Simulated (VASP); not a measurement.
# WSe (F-43m) in VASP: notebook

The runs below take WSe through single point, with r2SCAN, PBEsol.

Everything below comes from runs of VASP 6.6.1. Logs are shortened: lines on timing, memory, paths and dates and some standing lists are left out, and cuts for length are marked.

**1. The cell of the first run**

It takes space group F-43m (No. 216, cubic). The conventional cell has a = 5.585 Å, b = 5.585 Å, c = 5.585 Å, α = 90.00°, β = 90.00°, γ = 90.00°. W (site symmetry -43m) has 4 Se at 2.42 Å within 3.2 Å. Se (site symmetry -43m) has 4 W at 2.42 Å within 3.2 Å.

**2. Single point, r2SCAN, collinear spin**

POSCAR

```
WSe
1.0
    0.0000000000      2.7923343792      2.7923343792
    2.7923343792      0.0000000000      2.7923343792
    2.7923343792      2.7923343792      0.0000000000
W Se
1 1
Direct
    0.0000000000      0.0000000000      0.0000000000
    0.2500000000      0.2500000000      0.2500000000
```

INCAR.step1

```
SYSTEM = WSe
ALGO = Normal ; EDIFF = 1E-4
ENCUT = 520 ; GGA = PE
ISMEAR = 0 ; ISPIN = 2
LASPH = .True. ; LCHARG = .False.
LMAXMIX = 4 ; LREAL = .False.
LWAVE = .True. ; MAGMOM = 2.5 0
NBANDS = 21 ; NELM = 150
PREC = Accurate ; SIGMA = 0.1
```

INCAR.step2

```
SYSTEM = WSe
ALGO = Normal ; EDIFF = 1E-6
ENCUT = 520 ; ISIF = 2
ISMEAR = 0 ; ISPIN = 2
ISTART = 1 ; LASPH = .True.
LCHARG = .True. ; LELF = .True.
LMAXMIX = 4 ; LMIXTAU = .True.
LORBIT = 11 ; LREAL = .False.
LVHAR = .True. ; LWAVE = .False.
MAGMOM = 2.5 0 ; METAGGA = R2SCAN
NBANDS = 21 ; NELM = 150
PREC = Accurate ; SIGMA = 0.1
```

KPOINTS

```
k-points
0
Gamma
  14 14 14
  0 0 0
```

Potentials or basis: VASP PAW PBE potentials, release 64 (W_sv, Se).

On the command line:

```bash
$ cat potpaw_PBE.64/W_sv/POTCAR potpaw_PBE.64/Se/POTCAR > POTCAR
$ cp INCAR.step1 INCAR
$ mpirun -np 1 vasp_std > vasp.out
$ cp INCAR.step2 INCAR
$ mpirun -np 1 vasp_std > vasp.out
```

OUTCAR:

```text
SYSTEM = WSe
   EDIFF = 1E-6
   ENCUT = 520
   ISIF = 2
   ISMEAR = 0
   ISPIN = 2
   ISTART = 1
   LASPH = .True.
   LORBIT = 11
   LREAL = .False.
   METAGGA = R2SCAN
   NELM = 150
   PREC = Accurate

 ion  position               nearest neighbor table
   1  0.000  0.000  0.000-   2 2.42   2 2.42   2 2.42   2 2.42
   2  0.250  0.250  0.250-   1 2.42   1 2.42   1 2.42   1 2.42

  LATTYP: Found a face centered cubic cell.
 ALAT       =     5.5846687584

  Lattice vectors:

 A1 = (   0.0000000000,   2.7923343792,   2.7923343792)
 A2 = (   2.7923343792,   0.0000000000,   2.7923343792)
 A3 = (   2.7923343792,   2.7923343792,   0.0000000000)

Analysis of symmetry for initial positions (statically):
=====================================================================
 Subroutine PRICEL returns:
 Original cell was already a primitive cell.

 Routine SETGRP: Setting up the symmetry group for a
 face centered cubic supercell.

 Subroutine GETGRP returns: Found 24 space group operations
 (whereof 24 operations were pure point group operations)
 out of a pool of 48 trial point group operations.

The static configuration has the point symmetry T_d .

Analysis of symmetry for dynamics (positions and initial velocities):
=====================================================================
 Subroutine PRICEL returns:
 Original cell was already a primitive cell.

 Routine SETGRP: Setting up the symmetry group for a
 face centered cubic supercell.

 Subroutine GETGRP returns: Found 24 space group operations
 (whereof 24 operations were pure point group operations)
 out of a pool of 48 trial point group operations.

The dynamic configuration has the point symmetry T_d .

Analysis of structural, dynamic, and magnetic symmetry:
=====================================================================
 Subroutine PRICEL returns:
 Original cell was already a primitive cell.

 Routine SETGRP: Setting up the symmetry group for a
 face centered cubic supercell.

 Subroutine GETGRP returns: Found 24 space group operations
 (whereof 24 operations were pure point group operations)
 out of a pool of 48 trial point group operations.

The overall configuration has the point symmetry T_d .

 Subroutine INISYM returns: Found 24 space group operations
 (whereof 24 operations are pure point group operations),
 and found     1 'primitive' translations

----------------------------------------------------------------------------------------

                                     Primitive cell

  volume of cell :      43.5444

  direct lattice vectors                    reciprocal lattice vectors
     0.000000000  2.792334379  2.792334379    -0.179061650  0.179061650  0.179061650
     2.792334379  0.000000000  2.792334379     0.179061650 -0.179061650  0.179061650
     2.792334379  2.792334379  0.000000000     0.179061650  0.179061650 -0.179061650

  length of vectors
     3.948957150  3.948957150  3.948957150     0.310143875  0.310143875  0.310143875

  position of ions in fractional coordinates (direct lattice)
     0.000000000  0.000000000  0.000000000
     0.250000000  0.250000000  0.250000000

  ion indices of the primitive-cell ions
   primitive index   ion index
                 1           1
                 2           2

----------------------------------------------------------------------------------------

 KPOINTS: k-points

Automatic generation of k-mesh.
 Grid dimensions read from file:
 generate k-points for:   14   14   14

 Generating k-lattice:

  Cartesian coordinates                     Fractional coordinates (reciprocal lattice)
    -0.012790118  0.012790118  0.012790118     0.071428571  0.000000000  0.000000000
     0.012790118 -0.012790118  0.012790118     0.000000000  0.071428571  0.000000000
     0.012790118  0.012790118 -0.012790118     0.000000000  0.000000000  0.071428571

  Length of vectors
     0.022153134  0.022153134  0.022153134

  Shift w.r.t. Gamma in fractional coordinates (k-lattice)
     0.000000000  0.000000000  0.000000000

 Subroutine IBZKPT returns following result:
 ===========================================

 Found    104 irreducible k-points:

 Following reciprocal coordinates:
            Coordinates               Weight
  0.000000  0.000000  0.000000      1.000000
  0.071429  0.000000  0.000000      8.000000
  0.142857  0.000000  0.000000      8.000000
  0.214286  0.000000  0.000000      8.000000
  0.285714  0.000000  0.000000      8.000000
  0.357143  0.000000  0.000000      8.000000
[... 16 lines left out ...]
  0.214286  0.142857  0.000000     24.000000
  0.285714  0.142857  0.000000     24.000000
 [... further k-points ...]
   k-points           NKPTS =    104   k-points in BZ     NKDIM =    104   number of bands    NBANDS=     21
   number of dos      NEDOS =    301   number of ions     NIONS =      2
   total plane-waves  NPLWV =  27000
   dimension x,y,z NGX =    30 NGY =   30 NGZ =   30
   dimension x,y,z NGXF=    60 NGYF=   60 NGZF=   60
   ions per type =               1   1
   NGX,Y,Z   is equivalent  to a cutoff of  12.63, 12.63, 12.63 a.u.
   NGXF,Y,Z  is equivalent  to a cutoff of  25.26, 25.26, 25.26 a.u.
 SYSTEM =  WSe
   PREC   = accura    normal or accurate (medium, high low for compatibility)
   ISTART =      1    job   : 0-new  1-cont  2-samecut
   ICHARG =      0    charge: 1-file 2-atom 10-const
   ISPIN  =      2    spin polarized calculation?
   LNONCOLLINEAR =      F non collinear calculations
   LSORBIT =      F    spin-orbit coupling
   LASPH  =      T    aspherical Exc in radial PAW
   ENCUT  =  520.0 eV  38.22 Ry    6.18 a.u.   7.34  7.34  7.34*2*pi/ulx,y,z
   NELM   =    150;   NELMIN=  2; NELMDL=  0     # of ELM steps
   EDIFF  = 0.1E-05   stopping-criterion for ELM
   LREAL  =      F    real-space projection
   EDIFFG = 0.1E-04   stopping-criterion for IOM
   NSW    =      0    number of steps for IOM
   IBRION =     -1    ionic relax: 0-MD 1-quasi-New 2-CG
   NFREE  =      0    steps in history (QN), initial steepest desc. (CG)
   ISIF   =      2    stress and relaxation
   ISYM   =      2    0-nonsym 1-usesym 2-fastsym
   POTIM  = 0.5000    time-step for ionic-motion
   TEBEG  =    0.0;   TEEND  =   0.0 temperature during run
   PSTRESS=    0.0 pullay stress
   NELECT =      20.0000    total number of electrons
   NUPDOWN=      -1.0000    fix difference up-down
   EMIN   =  10.00;   EMAX   =-10.00  energy-range for DOS
   EFERMI =   0.00;   METHOD = LEGACY
   ISMEAR =     0;   SIGMA  =   0.10  broadening in eV -4-tet -1-fermi 0-gaus
   EFERMI_NEDOS =   21; number of points for ismear=-14 and -15
   IALGO  =     38    algorithm
   IMIX   =      4    mixing-type and parameters
     AMIX     =   0.40;   BMIX     =  1.00
     AMIX_MAG =   1.60;   BMIX_MAG =  1.00
  volume/ion in A,a.u.               =      21.77       146.93
  Fermi-wavevector in a.u.,A,eV,Ry     =   1.263109  2.386929 21.707329  1.595444
  Thomas-Fermi vector in A             =   2.396483
   LORBIT       =     11    0 simple, 1 ext, 2 COOP (PROOUT), +10 PAW based schemes
   METAGGA = R2SCAN    functional components
   LHFCALC =     F    Hartree Fock is set to
   AEXX    =    0.0000 exact exchange contribution
   IVDW    =     0    specifies the selected vdW correction
   LEPSILON=     F    determine dielectric tensor
   LRPA    =     F    only Hartree local field effects (RPA)
 spin polarized calculation
 Gauss-broadening in eV      SIGMA  =   0.10
  energy-cutoff  :      520.00
  volume of cell :       43.54
 maximum number of plane-waves:      1211
 NGX is ok and might be reduce to    30
   NGX = 15   NGY = 15   NGZ = 15

 number of electron      20.0000000 magnetization       1.3141244

 Free energy of the ion-electron system (eV)
  ---------------------------------------------------
  ext. energy  EPLUGINS =         0.00000000
  ---------------------------------------------------
  free energy    TOTEN  =       -63.77535294 eV

  energy without entropy =      -63.76788202  energy(sigma->0) =      -63.77161748

 E-fermi :   6.5902     XC(G=0): -11.3219

 val. band max:        6.5867831348   @ k =   0.2857   0.0000   0.0000
 cond. band min:       6.5960475427   @ k =  -0.4286   0.4286   0.0000
 fundamental gap:      0.0092644079
 Fermi energy:         6.5901806818

 spin component 1

 k-point     1 :       0.0000    0.0000    0.0000
  band No.  band energies     occupation
      1     -69.6780      1.00000
      2     -33.4660      1.00000
      3     -33.4660      1.00000
      4     -33.4660      1.00000
      5      -9.8039      1.00000
      6       0.6128      1.00000
[... 13 lines left out ...]
     20      20.5148      0.00000
     21      20.5148      0.00000
[... 529 lines left out ...]
 k-point    24 :       0.2857    0.1429    0.0000
  band No.  band energies     occupation
      1     -69.6772      1.00000
      2     -33.4972      1.00000
      3     -33.4744      1.00000
      4     -33.4740      1.00000
      5      -9.2747      1.00000
      6      -0.2673      1.00000
[... 13 lines left out ...]
     20      20.6480      0.00000
     21      22.8389      0.00000

 [... further k-points ...]

 spin component 2

 k-point     1 :       0.0000    0.0000    0.0000
  band No.  band energies     occupation
      1     -69.1204      1.00000
      2     -32.6577      1.00000
      3     -32.6577      1.00000
      4     -32.6576      1.00000
      5      -9.7510      1.00000
      6       0.8026      1.00000
[... 13 lines left out ...]
     20      20.7196      0.00000
     21      20.7196      0.00000
[... 529 lines left out ...]
 k-point    24 :       0.2857    0.1429    0.0000
  band No.  band energies     occupation
      1     -69.1195      1.00000
      2     -32.6897      1.00000
      3     -32.6662      1.00000
      4     -32.6658      1.00000
      5      -9.2548      1.00000
      6      -0.0113      1.00000
[... 13 lines left out ...]
     20      21.1044      0.00000
     21      23.2292      0.00000

 [... further k-points ...]

------------------------ aborting loop because EDIFF is reached ----------------------------------------

  FORCE on cell =-STRESS in cart. coord.  units (eV):
  Direction    XX          YY          ZZ          XY          YZ          ZX
  --------------------------------------------------------------------------------------
  -------------------------------------------------------------------------------------
  Total        1.2925361      1.2925361      1.2925361     -0.0000000     -0.0000000      0.0000000
  in kB       47.5577167     47.5577167     47.5577167     -0.0000000     -0.0000000      0.0000000
  external PRESSURE =      47.5577167 kB  Pullay stress =       0.0000000 kB

 VOLUME and BASIS-vectors are now :
 -----------------------------------------------------------------------------
  energy-cutoff  :      520.00
  volume of cell :       43.54
      direct lattice vectors                 reciprocal lattice vectors
     0.000000000  2.792334379  2.792334379    -0.179061650  0.179061650  0.179061650
     2.792334379  0.000000000  2.792334379     0.179061650 -0.179061650  0.179061650
     2.792334379  2.792334379  0.000000000     0.179061650  0.179061650 -0.179061650

 POSITION                                       TOTAL-FORCE (eV/Angst)
 -----------------------------------------------------------------------------------
      0.00000      0.00000      0.00000         0.000000      0.000000      0.000000
      1.39617      1.39617      1.39617        -0.000000     -0.000000     -0.000000
 -----------------------------------------------------------------------------------
    total drift:                               -0.000000     -0.000000     -0.000000

  FREE ENERGIE OF THE ION-ELECTRON SYSTEM (eV)
  ---------------------------------------------------
  free  energy   TOTEN  =       -63.7753529406 eV

  energy  without entropy=      -63.7678820165  energy(sigma->0) =      -63.77161748

 total charge

# of ion       s       p       d       tot
------------------------------------------
    1        2.315   6.185   3.573  12.074
    2        1.413   2.497   0.178   4.088
--------------------------------------------------
tot          3.728   8.682   3.752  16.162

 magnetization (x)

# of ion       s       p       d       tot
------------------------------------------
    1        0.045   0.018   1.025   1.088
    2       -0.006  -0.040   0.032  -0.014
--------------------------------------------------
tot          0.039  -0.023   1.057   1.073
```

Wall time 7.5 min (1 thread of Intel Xeon 8259CL, shared host); peak memory 0.31 GiB.

What came out:

```
Free energy                                           : -63.7754 eV
Pressure                                              : 4.8 GPa
Net moment                                            : 1.31 μB per cell
Site moments                                          : W +1.09; Se -0.01 μB
Valence electrons inside the program's atomic spheres : W 12.07; Se 4.09
```

Levels at points of the mesh, in eV from the Fermi level:
Spin up:
| k point | band 8 | band 9 | band 10 | band 11 | band 12 | band 13 | band 14 | band 15 |
| --- | --- | --- | --- | --- | --- | --- | --- | --- |
| (0.00, 0.00, 0.00) | -5.98 | -1.58 | -1.58 | 0.58 | 4.83 | 4.83 | 4.83 | 7.39 |
| (0.50, 0.00, 0.00) | -5.62 | -1.05 | -1.05 | -0.50 | 2.28 | 2.28 | 3.24 | 8.76 |
| (0.50, 0.50, 0.00) | -4.78 | -2.09 | -1.30 | -0.61 | 0.67 | 0.67 | 6.78 | 7.46 |
Spin down:
```
           k point  band 6  band 7  band 8  band 9  band 10  band 11  band 12  band 13
(0.00, 0.00, 0.00)   -5.79   -5.79   -5.79    0.13     0.13     0.96     5.08     5.08
(0.50, 0.00, 0.00)   -6.83   -5.33   -5.33    0.03     0.52     0.52     2.61     2.61
(0.50, 0.50, 0.00)   -7.27   -4.65   -4.65   -1.80     0.13     1.13     1.13     1.34
```

Caveat: the cell stands under pressure; the PAW data sets were made with another functional, which shifts forces and pressure a little; spin-orbit coupling is left out, which moves the levels of the heavy elements.

[end of part 1 of 2]
